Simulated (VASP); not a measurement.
# Si2SnB3 (Cmmm) in VASP: notebook, part 2 of 2

VASP 6.6.1. Earlier steps stand in the parts before.

### Step 3. Relaxation of cell and atoms, PBE

This run uses another cell than the first one, of 12.36 Å³/atom, 0.929 times its volume.

Input file INCAR:

```
  PREC = Accurate
  ENCUT = 600
  EDIFF = 1E-7
  ISMEAR = 0
  SIGMA = 0.1
  LREAL = False
  LASPH = True
  NELM = 80
  ALGO = Normal
  ISIF = 3
  LWAVE = False
  LCHARG = False
  GGA = PE
  IBRION = 2
  NSW = 90
  EDIFFG = -0.04
```

Input file KPOINTS:

```
Automatic mesh
0
Gamma
  4 4 6
```

Input file POSCAR:

```
Si2SnB3
1.0
    2.6786164864     -4.6167465290      0.0000000000
    2.6786164864      4.6167465290      0.0000000000
    0.0000000000      0.0000000000      2.9978573499
Si Sn B
2 1 3
Direct
    0.5000000000      0.0000000000      0.5000000000
    0.0000000000      0.5000000000      0.5000000000
    0.0000000000      0.0000000000      0.0000000000
    0.5988970318      0.4011029682      0.0000000000
    0.4011029682      0.5988970318      0.0000000000
    0.5000000000      0.5000000000      0.5000000000
```

Potentials or basis: VASP PAW PBE potentials, release 64 (Si, Sn_d, B).

Command:

```
$ cat potpaw_PBE.64/Si/POTCAR potpaw_PBE.64/Sn_d/POTCAR potpaw_PBE.64/B/POTCAR > POTCAR
$ mpirun -np 1 vasp_std > vasp.out
```

Run time: 1.8 min. Hardware: 1 thread of AMD EPYC 9R45 (Zen 5), shared host; peak memory 0.23 GiB.

Results (log left out):

```yaml
Free_energy: -30.6182 eV
Relaxed_volume: 12.27 Å³/atom
Relaxed_cell: a = 5.387 Å, b = 5.387 Å, c = 2.976 Å, α = 90.00°, β = 90.00°, γ = 121.55°
Space_group_after_relaxing_to_0.05_Å: Cmmm (No. 65)
Energy_gained_by_relaxing: 4.3 meV/atom
Ionic_steps: 6
Pressure_after_relaxing: 0.2 GPa
Largest_force_after_relaxing: 0.025 eV/Å
```

Forces in eV/Å, atoms in the order of the input:
```
Si   0.000  0.000  0.000
Si   0.000  0.000  0.000
Sn   0.000  0.000  0.000
B    0.000  0.025  0.000
B    0.000 -0.025  0.000
B    0.000  0.000  0.000
```

Stress tensor (GPa, compression positive):
```
0.19 0.00 0.00
0.00 0.32 0.00
0.00 0.00 0.23
```

The path:
```
step  energy change (eV)  largest force (eV/Å)  pressure (GPa)  volume (Å³)
   1              0.0000                0.2044            0.01        74.15
   2             -0.0175                0.0435           -0.35        74.15
   3             -0.0195                0.1464           -0.50        74.14
   4             -0.0250                0.1147           -0.11        73.70
   5             -0.0250                0.1155           -0.11        73.70
   6             -0.0258                0.0252            0.25        73.60
```

Final structure:
```xyz
6
Lattice="2.6302 -4.7017 0.0000 2.6302 4.7017 0.0000 0.0000 0.0000 2.9758" Properties=species:S:1:pos:R:3 pbc="T T T"
Si    3.9453    2.3509    1.4879
Si    1.3151    2.3509    1.4879
Sn    2.6302    4.7017    0.0000
B     2.6302   -0.9348    2.9758
B     2.6302    0.9348    0.0000
B     2.6302    0.0000    1.4879
```

Levels at points of the mesh, in eV from the Fermi level:
| k point | band 13 | band 14 | band 15 | band 16 | band 17 | band 18 |
| --- | --- | --- | --- | --- | --- | --- |
| (0.00, 0.00, 0.00) | -3.84 | 2.27 | 2.29 | 2.72 | 3.39 | 3.69 |
| (0.50, 0.00, 0.00) | -2.78 | -1.67 | 1.13 | 1.26 | 1.76 | 3.52 |
| (0.50, 0.50, 0.00) | -2.40 | -2.39 | 0.41 | 0.67 | 1.12 | 4.05 |
| (0.00, 0.00, 0.50) | -3.44 | -3.12 | -3.01 | -2.45 | -2.44 | -2.27 |
| (0.50, 0.00, 0.50) | -5.22 | -0.96 | -0.86 | 0.73 | 0.94 | 1.32 |
| (0.50, 0.50, 0.50) | -4.43 | -2.19 | -2.02 | -0.10 | 0.98 | 1.51 |

Caveat: the bands computed are all filled at some k points, so no gap is given; spin-orbit coupling is left out, which moves the levels of the heavy elements.

### Step 4. Single point, PBE

This run uses another cell than the first one, of 12.51 Å³/atom, 0.940 times its volume.

Input file INCAR:

```
SYSTEM = Si2SnB3
PREC     = Accurate       ! precision mode
ENCUT    = 520            ! plane-wave cutoff, eV
EDIFF    = 1E-6           ! SCF threshold, eV
ISMEAR   = 0              ! smearing method
SIGMA    = 0.1            ! smearing width, eV
LREAL    = .FALSE.        ! projectors in reciprocal space
LASPH    = .TRUE.         ! aspherical terms in the spheres
NELM     = 100            ! most SCF steps
ALGO     = Normal         ! electronic algorithm
ISIF     = 2              ! what is computed and relaxed
LWAVE    = .FALSE.        ! write WAVECAR
LCHARG   = .FALSE.        ! write CHGCAR
GGA      = PE             ! functional
NBANDS   = 24             ! bands
```

Input file KPOINTS:

```
Automatic mesh
0
G
  8 8 12
  0 0 0
```

Input file POSCAR:

```
Si2SnB3
1.0
    2.6564204781     -4.7967435691      0.0000000000
    2.6564204781      4.7967435691      0.0000000000
    0.0000000000      0.0000000000      2.9450251799
Si Sn B
2 1 3
Direct
    0.5000000000      0.0000000000      0.5000000000
    0.0000000000      0.5000000000      0.5000000000
    0.0000000000      0.0000000000      0.0000000000
    0.5965398995      0.4034601005      0.0000000000
    0.4034601005      0.5965398995      0.0000000000
    0.5000000000      0.5000000000      0.5000000000
```

Command:

```
$ cat potpaw_PBE.64/Si/POTCAR potpaw_PBE.64/Sn_d/POTCAR potpaw_PBE.64/B/POTCAR > POTCAR
$ mpirun -np 1 vasp_std > vasp.out
```

Run time: 2.3 min. Hardware: 1 thread of AMD EPYC 9R45 (Zen 5), shared host; peak memory 0.34 GiB.

The run converged. Its results:

```
Free energy : -30.5736 eV
Pressure    : 0.0 GPa
```

Levels at points of the mesh, in eV from the Fermi level:
| k point | band 11 | band 12 | band 13 | band 14 | band 15 | band 16 | band 17 | band 18 | band 19 | band 20 |
| --- | --- | --- | --- | --- | --- | --- | --- | --- | --- | --- |
| (0.00, 0.00, 0.00) | -7.23 | -5.89 | -3.79 | 1.82 | 1.92 | 2.94 | 3.46 | 3.81 | 3.92 | 4.38 |
| (0.50, 0.00, 0.00) | -3.68 | -3.68 | -2.95 | -1.75 | 0.88 | 1.05 | 2.09 | 3.18 | 3.36 | 4.58 |
| (0.50, 0.50, 0.00) | -3.86 | -3.68 | -2.77 | -2.49 | 0.00 | 0.36 | 1.49 | 4.35 | 4.89 | 5.06 |
| (0.00, 0.00, 0.50) | -4.38 | -3.59 | -3.45 | -3.11 | -3.07 | -2.55 | -2.41 | -2.15 | -0.65 | 4.18 |
| (0.50, 0.00, 0.50) | -5.59 | -5.50 | -5.20 | -1.14 | -1.04 | 0.61 | 0.91 | 1.16 | 2.06 | 2.08 |
| (0.50, 0.50, 0.50) | -4.86 | -4.71 | -4.34 | -2.26 | -2.23 | -0.33 | 0.98 | 1.34 | 1.35 | 1.48 |

Caveat: spin-orbit coupling is left out, which moves the levels of the heavy elements.

### Step 5. Overview

| task | cell | k mesh | cutoff (eV) | gap on the mesh (eV) | pressure (GPa) | relaxed volume (Å³/atom) | largest force (eV/Å) |
| --- | --- | --- | --- | --- | --- | --- | --- |
| relaxation of cell and atoms | relaxed from a = 4.895, b = 4.895, c = 3.924 Å, angles 90.0, 90.0, 121.9°, 6 atoms | 4 × 4 × 4 | 600 | none | -0.2 | 12.68 | 0.02 |
| relaxation of cell and atoms | relaxed from a = 5.338, b = 5.338, c = 2.998 Å, angles 90.0, 90.0, 119.8°, 6 atoms | 4 × 4 × 6 | 600 | - | 0.2 | 12.27 | 0.03 |
| single point | a = 5.483, b = 5.483, c = 2.945 Å, angles 90.0, 90.0, 122.0°, 6 atoms | 8 × 8 × 12 | 520 | none | 0.0 | - | - |

Alike in all rows: level PBE; potentials or basis VASP PAW PBE potentials, release 64 (Si, Sn_d, B); no spin polarisation; smearing gaussian 0.1 eV.

Caveats: some runs use coarse meshes; spin-orbit coupling is left out, which moves the levels of the heavy elements; the bands computed are all filled at some k points, so no gap is given (some runs).

Total energies depend on the potentials used, so only differences within one code and one set of settings carry meaning.
